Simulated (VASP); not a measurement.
A run of VASP 6.6.1:

Contents of INCAR:

```
SYSTEM = Tl
PREC = Accurate ; ENCUT = 520
EDIFF = 1E-8 ; ISMEAR = -1
SIGMA = 0.05 ; LREAL = .False.
LASPH = .True. ; NELM = 100
ALGO = Normal ; ISIF = 2
LWAVE = .False. ; LCHARG = .False.
GGA = PE ; LEFG = .True.
NBANDS = 12
```

KPOINTS

```
regular mesh
0
Gamma
  13 13 13
  0 0 0
```

Contents of POSCAR:

```
Tl
1.0
   -1.9246883044      1.9246883044      1.9246883044
    1.9246883044     -1.9246883044      1.9246883044
    1.9246883044      1.9246883044     -1.9246883044
Tl
1
Direct
    0.0000000000      0.0000000000      0.0000000000
```

Potentials or basis: VASP PAW PBE potentials, release 64 (Tl_d).

Command:

```console
$ cat potpaw_PBE.64/Tl_d/POTCAR > POTCAR
$ mpirun -np 1 vasp_std > vasp.out
```

Hardware: 1 thread of Intel Xeon 8259CL, on a shared host.

Question: How long does it take, and how much memory?

Answer: Wall time 38 s on 1 thread of Intel Xeon 8259CL, on a shared host, peak memory 0.17 GiB. Counts: scf iterations 13, k points 84.
